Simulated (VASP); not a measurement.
The system is Ca.

```
Ca
1.0
    -2.20520    2.20520    2.19611
     2.20520   -2.20520    2.19611
     2.20520    2.20520   -2.19611
Ca
1
Direct
  0.50000 0.50000 0.00000
```

Base run:

```yaml
Program: VASP 6.6.1
Functional: r2SCAN
Potentials_or_basis: VASP PAW PBE potentials, release 64 (Ca_sv)
Cutoff: 550 eV
k_mesh: 6 × 6 × 6
Occupations: methfessel-paxton, width 0.22 eV
Spin: no spin polarisation
```

Its results: band gap on the k mesh zero (band 5 reaches 2.17 eV, above the bottom of band 6 at 1.84 eV); pressure 0.4 GPa.

Q: The run is repeated on the same cell with these changes: functional from r2SCAN to PBE; cutoff from 550 eV to 500 eV; occupations from methfessel-paxton, width 0.22 eV to tetrahedron. What comes out?

A: Band gap on the k mesh zero (band 5 reaches 2.14 eV, above the bottom of band 6 at 1.92 eV); pressure -0.5 GPa.

Caveats: the PAW data sets were made with another functional, which shifts forces and pressure a little (some runs); tetrahedron occupations give inexact forces and stress in metals (some runs).
